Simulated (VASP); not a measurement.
GaSb, 2 atoms in the cell. The structure is cubic, space group F-43m (No. 216). The conventional cell has a = 6.199 Å, b = 6.199 Å, c = 6.199 Å, α = 90.00°, β = 90.00°, γ = 90.00°. Within 3.5 Å of Sb (site symmetry -43m) lie 4 Ga at 2.68 Å. Within 3.5 Å of Ga (site symmetry -43m) lie 4 Sb at 2.68 Å. 

```yaml
Program: VASP 6.6.1
Task: single point
Functional: r2SCAN
Dispersion: D4
Potentials_or_basis: VASP PAW PBE potentials, release 64 (Sb, Ga_d)
Cutoff: 520 eV
k_mesh: 8 × 8 × 8
Occupations: fermi-dirac, width 0.05 eV
Spin: no spin polarisation
Dipole_correction: no
Further_INCAR_settings: ALGO = Normal; EDIFF = 1e-06; NBANDS = 16
```

Potentials or basis: VASP PAW PBE potentials, release 64 (Sb, Ga_d).

The run is started by

```bash
$ cat potpaw_PBE.64/Sb/POTCAR potpaw_PBE.64/Ga_d/POTCAR > POTCAR
$ cp INCAR.step1 INCAR
$ mpirun -np 1 vasp_std > vasp.out
$ cp INCAR.step2 INCAR
$ mpirun -np 1 vasp_std > vasp.out
```

Hardware: 1 thread of Intel Xeon 8259CL (shared host).

Q: Estimate the wall time of this run.

A: Wall time 2.1 min on 1 thread of Intel Xeon 8259CL, on a shared host, peak memory 0.23 GiB. Counts: k points 29.
